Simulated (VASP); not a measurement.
Wanted: the native input for a VASP 6.6.1 run.

```
Task                   : single point
Functional             : LDA
Potentials or basis    : VASP PAW LDA potentials, release 64 (Na_pv, Cl)
Cutoff                 : 500 eV
k mesh                 : 6 × 6 × 6
Occupations            : gaussian, width 0.01 eV
Spin                   : no spin polarisation
Dipole correction      : no
Further INCAR settings : ALGO = Normal; EDIFF = 1e-06; NBANDS = 14
```

The structure of NaCl lies in POSCAR:

```
NaCl
1.0
    0.0000000000      2.8100000000      2.8100000000
    2.8100000000      0.0000000000      2.8100000000
    2.8100000000      2.8100000000      0.0000000000
Na Cl
1 1
Direct
    0.0000000000      0.0000000000      0.0000000000
    0.5000000000      0.5000000000      0.5000000000
```

These files were run (other wordings do the same):

INCAR

```
SYSTEM = NaCl
PREC = Accurate ; ENCUT = 500
EDIFF = 1E-6 ; ISMEAR = 0
SIGMA = 0.01 ; LREAL = .FALSE.
LASPH = .TRUE. ; NELM = 120
ALGO = Normal ; ISIF = 2
LWAVE = .FALSE. ; LCHARG = .TRUE.
LELF = .TRUE. ; LVHAR = .TRUE.
NBANDS = 14 ; GGA_COMPAT = .FALSE.
```

KPOINTS

```
regular mesh
0
G
  6 6 6
  0 0 0
```

Potentials or basis: VASP PAW LDA potentials, release 64 (Na_pv, Cl).

The run is started by

```sh
$ cat potpaw_LDA.64/Na_pv/POTCAR potpaw_LDA.64/Cl/POTCAR > POTCAR
$ mpirun -np 1 vasp_std > vasp.out
```

Results of the run:

| Property | Result |
| --- | --- |
| Pressure | -2.2 GPa |
| Band gap on the k mesh | 4.74 eV |

Run time: 6.5 s on 1 thread of AMD EPYC 7R13 Processor (Zen 3), with other jobs on the host, peak memory 0.11 GiB.
